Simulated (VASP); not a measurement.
Runs of VASP 6.6.1 on BaF2. Symmetry: Fm-3m, No. 225, cubic system. The conventional cell has a = 6.194 Å, b = 6.194 Å, c = 6.194 Å, α = 90.00°, β = 90.00°, γ = 90.00°. Within 3.5 Å of Ba (site symmetry m-3m) lie 8 F at 2.68 Å. F (site symmetry -43m) has 4 Ba at 2.68 Å and 6 F at 3.10 Å within 3.5 Å. 

```tsv
level	k mesh	cutoff (eV)	grid for exact exchange (PRECFOCK)	share of exact exchange	screening parameter	gap on the mesh (eV)	pressure (GPa)
PBE	6 × 6 × 6	600	-	-	-	6.79	2.5
HSE06	6 × 6 × 6	520	Normal	0.25	0.2079 1/Å	8.72	1.4
PBE	8 × 8 × 8	600	-	-	-	(a)	2.5
r2SCAN	6 × 6 × 6	660	-	-	-	7.36	(b)
```

Alike in all rows: task single point; potentials or basis VASP PAW PBE potentials, release 64 (Ba_sv, F); no spin polarisation; cell as given; smearing gaussian 0.01 eV.

Problem. Fill in the values left out.

Solution. (a) 6.78; (b) 0.9.

Caveats: spin-orbit coupling is left out, which moves the levels of the heavy elements; the PAW data sets were made with another functional, which shifts forces and pressure a little (at least some runs).

A k mesh can miss the band edges, and the runs leave out spin-orbit coupling on Ba.
